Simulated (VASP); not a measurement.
HfN, 12 atoms in the cell. Symmetry: Fm-3m, No. 225, cubic system. The conventional cell has a = 4.502 Å, b = 4.502 Å, c = 4.502 Å, α = 90.00°, β = 90.00°, γ = 90.00°. Within 3.0 Å of Hf (site symmetry m-3m) lie 6 N at 2.25 Å. N (site symmetry m-3m) has 6 Hf at 2.25 Å within 3.0 Å. 

```yaml
Program: VASP 6.6.1
Task: single point
Functional: PBEsol
Potentials_or_basis: VASP PAW PBE potentials, release 64 (Hf_pv, N)
Cutoff: 520 eV
k_mesh: 21 × 21 × 4
Occupations: gaussian, width 0.15 eV
Spin: no spin polarisation
Dipole_correction: no
Further_INCAR_settings: ALGO = Normal; EDIFF = 1e-06; NBANDS = 57
```

Potentials or basis: VASP PAW PBE potentials, release 64 (Hf_pv, N).

The run is started by

```console
$ cat potpaw_PBE.64/Hf_pv/POTCAR potpaw_PBE.64/N/POTCAR > POTCAR
$ mpirun -np 1 vasp_std > vasp.out
```

Hardware: 1 thread of AMD EPYC 9R45 96-Core Processor (Zen 5), on a shared host.

Q: How long does it take, and how much memory?

A: Wall time 15 min on 1 thread of AMD EPYC 9R45 96-Core Processor (Zen 5), on a shared host, peak memory 0.94 GiB. Counts: scf iterations 14, k points 181.
